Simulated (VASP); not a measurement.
# Re (P6_3/mmc) in VASP: a series of runs

Runs on Re. Level: LDA. Tasks: single point.

Program: VASP 6.6.1. These are calculated values, not measurements. Logs are shortened: lines on timing, memory, paths and dates and some standing lists are left out, and cuts for length are marked.

## Step 1: The cell of the first run

Symmetry: P6_3/mmc, No. 194, hexagonal system. Conventional cell: a = 2.739 Å, b = 2.739 Å, c = 4.412 Å, α = 90.00°, β = 90.00°, γ = 120.00°. Re (site symmetry -6m2) has 12 Re at 2.71 to 2.74 Å within 3.6 Å.

## Step 2: Single point, LDA

Input file INCAR:

```
SYSTEM = Re
PREC     = Accurate       ! precision mode
ENCUT    = 560            ! plane-wave cutoff, eV
EDIFF    = 1E-6           ! SCF threshold, eV
ISMEAR   = 1              ! smearing method
SIGMA    = 0.1            ! smearing width, eV
LREAL    = .FALSE.        ! projectors in reciprocal space
LASPH    = .TRUE.         ! aspherical terms in the spheres
NELM     = 120            ! most SCF steps
ALGO     = Normal         ! electronic algorithm
ISIF     = 2              ! what is computed and relaxed
LWAVE    = .FALSE.        ! write WAVECAR
LCHARG   = .FALSE.        ! write CHGCAR
NBANDS   = 22             ! bands
GGA_COMPAT= .FALSE.
```

Input file KPOINTS:

```
regular mesh
0
G
  13 13 7
  0 0 0
```

Input file POSCAR:

```
Re
1.0
    2.7391880258      0.0000000000      0.0000000000
   -1.3695940129      2.3722064161      0.0000000000
    0.0000000000      0.0000000000      4.4118668232
Re
2
Direct
    0.3333333333      0.6666666667      0.2500000000
    0.6666666667      0.3333333333      0.7500000000
```

Potentials or basis: VASP PAW LDA potentials, release 64 (Re_sv_GW).

The run is started by

```
> cat potpaw_LDA.64/Re_sv_GW/POTCAR > POTCAR
> mpirun -np 1 vasp_std > vasp.out
```

OUTCAR:

```text
SYSTEM = Re
   PREC = Accurate
   ENCUT = 560
   EDIFF = 1E-6
   ISMEAR = 1
   LREAL = .FALSE.
   LASPH = .TRUE.
   NELM = 120
   ISIF = 2

 ion  position               nearest neighbor table
   1  0.333  0.667  0.250-   2 2.71   2 2.71   2 2.71   2 2.71   2 2.71   2 2.71
   2  0.667  0.333  0.750-   1 2.71   1 2.71   1 2.71   1 2.71   1 2.71   1 2.71

  LATTYP: Found a hexagonal cell.
 ALAT       =     2.7391880258
 C/A-ratio  =     1.6106476743

  Lattice vectors:

 A1 = (   2.7391880258,   0.0000000000,   0.0000000000)
 A2 = (  -1.3695940129,   2.3722064161,   0.0000000000)
 A3 = (   0.0000000000,   0.0000000000,   4.4118668232)

Analysis of symmetry for initial positions (statically):
=====================================================================
 Subroutine PRICEL returns:
 Original cell was already a primitive cell.

 Routine SETGRP: Setting up the symmetry group for a
 hexagonal supercell.

 Subroutine GETGRP returns: Found 24 space group operations
 (whereof 12 operations were pure point group operations)
 out of a pool of 24 trial point group operations.

The static configuration has the point symmetry D_3d.
 The point group associated with its full space group is D_6h.

Analysis of symmetry for dynamics (positions and initial velocities):
=====================================================================
 Subroutine PRICEL returns:
 Original cell was already a primitive cell.

 Routine SETGRP: Setting up the symmetry group for a
 hexagonal supercell.

 Subroutine GETGRP returns: Found 24 space group operations
 (whereof 12 operations were pure point group operations)
 out of a pool of 24 trial point group operations.

The dynamic configuration has the point symmetry D_3d.
 The point group associated with its full space group is D_6h.

 Subroutine INISYM returns: Found 24 space group operations
 (whereof 12 operations are pure point group operations),
 and found     1 'primitive' translations

----------------------------------------------------------------------------------------

                                     Primitive cell

  volume of cell :      28.6680

  direct lattice vectors                    reciprocal lattice vectors
     2.739188026  0.000000000  0.000000000     0.365071689  0.210774238  0.000000000
    -1.369594013  2.372206416  0.000000000     0.000000000  0.421548476  0.000000000
     0.000000000  0.000000000  4.411866823     0.000000000  0.000000000  0.226661420

  length of vectors
     2.739188026  2.739188026  4.411866823     0.421548476  0.421548476  0.226661420

  position of ions in fractional coordinates (direct lattice)
     0.333333333  0.666666667  0.250000000
     0.666666667  0.333333333  0.750000000

  ion indices of the primitive-cell ions
   primitive index   ion index
                 1           1
                 2           2

----------------------------------------------------------------------------------------

 KPOINTS: regular mesh

Automatic generation of k-mesh.
 Grid dimensions read from file:
 generate k-points for:   13   13    7

 Generating k-lattice:

  Cartesian coordinates                     Fractional coordinates (reciprocal lattice)
     0.028082438  0.016213403  0.000000000     0.076923077  0.000000000  0.000000000
     0.000000000  0.032426806  0.000000000     0.000000000  0.076923077  0.000000000
     0.000000000  0.000000000  0.032380203     0.000000000  0.000000000  0.142857143

  Length of vectors
     0.032426806  0.032426806  0.032380203

  Shift w.r.t. Gamma in fractional coordinates (k-lattice)
     0.000000000  0.000000000  0.000000000

 Subroutine IBZKPT returns following result:
 ===========================================

 Found     84 irreducible k-points:

 Following reciprocal coordinates:
            Coordinates               Weight
  0.000000  0.000000  0.000000      1.000000
  0.076923 -0.000000  0.000000      6.000000
  0.153846  0.000000  0.000000      6.000000
  0.230769 -0.000000  0.000000      6.000000
  0.307692  0.000000  0.000000      6.000000
  0.384615 -0.000000  0.000000      6.000000
[... 16 lines left out ...]
  0.076923 -0.000000  0.142857     12.000000
  0.153846  0.000000  0.142857     12.000000
 [... further k-points ...]
   k-points           NKPTS =     84   k-points in BZ     NKDIM =     84   number of bands    NBANDS=     22
   number of dos      NEDOS =    301   number of ions     NIONS =      2
   total plane-waves  NPLWV =  20736
   dimension x,y,z NGX =    24 NGY =   24 NGZ =   36
   dimension x,y,z NGXF=    48 NGYF=   48 NGZF=   72
   ions per type =               2
   NGX,Y,Z   is equivalent  to a cutoff of  14.57, 14.57, 13.57 a.u.
   NGXF,Y,Z  is equivalent  to a cutoff of  29.13, 29.13, 27.13 a.u.
 SYSTEM =  Re
   PREC   = accura    normal or accurate (medium, high low for compatibility)
   ISTART =      0    job   : 0-new  1-cont  2-samecut
   ICHARG =      2    charge: 1-file 2-atom 10-const
   ISPIN  =      1    spin polarized calculation?
   LNONCOLLINEAR =      F non collinear calculations
   LSORBIT =      F    spin-orbit coupling
   LASPH  =      T    aspherical Exc in radial PAW
   ENCUT  =  560.0 eV  41.16 Ry    6.42 a.u.   5.29  5.29  8.51*2*pi/ulx,y,z
   NELM   =    120;   NELMIN=  2; NELMDL= -5     # of ELM steps
   EDIFF  = 0.1E-05   stopping-criterion for ELM
   LREAL  =      F    real-space projection
   EDIFFG = 0.1E-04   stopping-criterion for IOM
   NSW    =      0    number of steps for IOM
   IBRION =     -1    ionic relax: 0-MD 1-quasi-New 2-CG
   NFREE  =      0    steps in history (QN), initial steepest desc. (CG)
   ISIF   =      2    stress and relaxation
   ISYM   =      2    0-nonsym 1-usesym 2-fastsym
   POTIM  = 0.5000    time-step for ionic-motion
   TEBEG  =    0.0;   TEEND  =   0.0 temperature during run
   PSTRESS=    0.0 pullay stress
   NELECT =      30.0000    total number of electrons
   NUPDOWN=      -1.0000    fix difference up-down
   EMIN   =  10.00;   EMAX   =-10.00  energy-range for DOS
   EFERMI =   0.00;   METHOD = LEGACY
   ISMEAR =     1;   SIGMA  =   0.10  broadening in eV -4-tet -1-fermi 0-gaus
   EFERMI_NEDOS =   21; number of points for ismear=-14 and -15
   IALGO  =     38    algorithm
   IMIX   =      4    mixing-type and parameters
     AMIX     =   0.40;   BMIX     =  1.00
     AMIX_MAG =   1.60;   BMIX_MAG =  1.00
  volume/ion in A,a.u.               =      14.33        96.73
  Fermi-wavevector in a.u.,A,eV,Ry     =   1.662071  3.140860 37.585841  2.762481
  Thomas-Fermi vector in A             =   2.749025
   LORBIT       =      0    0 simple, 1 ext, 2 COOP (PROOUT), +10 PAW based schemes
   GGA     = CA    functional components
   LHFCALC =     F    Hartree Fock is set to
   AEXX    =    0.0000 exact exchange contribution
   IVDW    =     0    specifies the selected vdW correction
   LEPSILON=     F    determine dielectric tensor
   LRPA    =     F    only Hartree local field effects (RPA)
 non-spin polarized calculation
 Methfessel and Paxton  Order N= 1 SIGMA  =   0.10
  energy-cutoff  :      560.00
  volume of cell :       28.67
 maximum number of plane-waves:       874
 NGX is ok and might be reduce to    24
   NGX = 11   NGY = 11   NGZ = 17

 number of electron      30.0000002 magnetization

 Free energy of the ion-electron system (eV)
  ---------------------------------------------------
  ext. energy  EPLUGINS =         0.00000000
  ---------------------------------------------------
  free energy    TOTEN  =       -30.76015908 eV

  energy without entropy =      -30.76022045  energy(sigma->0) =      -30.76017954

 E-fermi :  13.2132     XC(G=0): -14.5758

 val. band max:       13.1996723962   @ k =   0.1538   0.0769   0.0000
 cond. band min:      13.2386715232   @ k =   0.1538   0.0769   0.1429
 fundamental gap:      0.0389991269
 Fermi energy:        13.2132268667

 k-point     1 :       0.0000    0.0000    0.0000
  band No.  band energies     occupation
      1     -66.1866      2.00000
      2     -66.0437      2.00000
      3     -28.9724      2.00000
      4     -27.8029      2.00000
      5     -27.8029      2.00000
      6     -27.6066      2.00000
[... 14 lines left out ...]
     21      23.5812      0.00000
     22      26.7673      0.00000

 k-point     2 :       0.0769   -0.0000    0.0000
  band No.  band energies     occupation
      1     -66.1802      2.00000
      2     -66.0409      2.00000
      3     -28.9475      2.00000
      4     -27.8620      2.00000
      5     -27.8221      2.00000
      6     -27.6679      2.00000
[... 14 lines left out ...]
     21      23.5874      0.00000
     22      27.3302      0.00000

 k-point     3 :       0.1538    0.0000    0.0000
  band No.  band energies     occupation
      1     -66.1615      2.00000
      2     -66.0328      2.00000
      3     -28.8750      2.00000
      4     -28.0232      2.00000
      5     -27.8732      2.00000
      6     -27.8333      2.00000
[... 14 lines left out ...]
     21      23.4769      0.00000
     22      28.7710      0.00000

 k-point     4 :       0.2308   -0.0000    0.0000
  band No.  band energies     occupation
      1     -66.1342      2.00000
      2     -66.0223      2.00000
      3     -28.7640      2.00000
      4     -28.2493      2.00000
      5     -28.0570      2.00000
      6     -27.9421      2.00000
[... 14 lines left out ...]
     21      23.1389      0.00000
     22      29.1436      0.00000

 k-point     5 :       0.3077    0.0000    0.0000
  band No.  band energies     occupation
      1     -66.1034      2.00000
      2     -66.0129      2.00000
      3     -28.6283      2.00000
      4     -28.4870      2.00000
      5     -28.2847      2.00000
      6     -28.0123      2.00000
[... 417 lines left out ...]
 k-point    22 :       0.0000    0.0000    0.1429
  band No.  band energies     occupation
      1     -66.1799      2.00000
      2     -66.0508      2.00000
      3     -28.9081      2.00000
      4     -27.7932      2.00000
      5     -27.7932      2.00000
      6     -27.6534      2.00000
[... 14 lines left out ...]
     21      24.5894      0.00000
     22      26.2806      0.00000

 k-point    23 :       0.0769   -0.0000    0.1429
  band No.  band energies     occupation
      1     -66.1735      2.00000
      2     -66.0478      2.00000
      3     -28.8861      2.00000
      4     -27.8509      2.00000
      5     -27.8120      2.00000
      6     -27.7147      2.00000
[... 14 lines left out ...]
     21      24.6119      0.00000
     22      26.8302      0.00000

 k-point    24 :       0.1538    0.0000    0.1429
  band No.  band energies     occupation
      1     -66.1553      2.00000
      2     -66.0392      2.00000
      3     -28.8241      2.00000
      4     -28.0072      2.00000
      5     -27.8782      2.00000
      6     -27.8620      2.00000
[... 14 lines left out ...]
     21      24.5566      0.00000
     22      28.2635      0.00000

 [... further k-points ...]

------------------------ aborting loop because EDIFF is reached ----------------------------------------

  FORCE on cell =-STRESS in cart. coord.  units (eV):
  Direction    XX          YY          ZZ          XY          YZ          ZX
  --------------------------------------------------------------------------------------
  -------------------------------------------------------------------------------------
  Total       -0.0449865     -0.0449865     -0.0774562      0.0000000      0.0000000     -0.0000000
  in kB       -2.5141802     -2.5141802     -4.3288257      0.0000000      0.0000000     -0.0000000
  external PRESSURE =      -3.1190620 kB  Pullay stress =       0.0000000 kB

 VOLUME and BASIS-vectors are now :
 -----------------------------------------------------------------------------
  energy-cutoff  :      560.00
  volume of cell :       28.67
      direct lattice vectors                 reciprocal lattice vectors
     2.739188026  0.000000000  0.000000000     0.365071689  0.210774238  0.000000000
    -1.369594013  2.372206416  0.000000000     0.000000000  0.421548476  0.000000000
     0.000000000  0.000000000  4.411866823     0.000000000  0.000000000  0.226661420

 POSITION                                       TOTAL-FORCE (eV/Angst)
 -----------------------------------------------------------------------------------
     -0.00000      1.58147      1.10297         0.000000      0.000000      0.000000
      1.36959      0.79074      3.30890         0.000000      0.000000      0.000000
 -----------------------------------------------------------------------------------
    total drift:                               -0.000000      0.000000     -0.000000

  FREE ENERGIE OF THE ION-ELECTRON SYSTEM (eV)
  ---------------------------------------------------
  free  energy   TOTEN  =       -30.7601590810 eV

  energy  without entropy=      -30.7602204510  energy(sigma->0) =      -30.76017954
```

Run time: 42 s. Hardware: 1 thread of Intel Xeon Platinum 8488C (Sapphire Rapids), shared host; peak memory 0.18 GiB.

Results:

```yaml
Free_energy: -30.7602 eV
Pressure: -0.3 GPa
Band_gap_on_the_k_mesh: zero (bands 15 and 16 overlap by 3.05 eV)
```

Stress tensor (GPa, compression positive):
```
-0.25  0.00  0.00
 0.00 -0.25  0.00
 0.00  0.00 -0.43
```

Caveat: spin-orbit coupling is left out, which moves the levels of the heavy elements.

[end of part 1 of 2]

The gap in the log of VASP goes by the Fermi energy; the results here count the filled bands.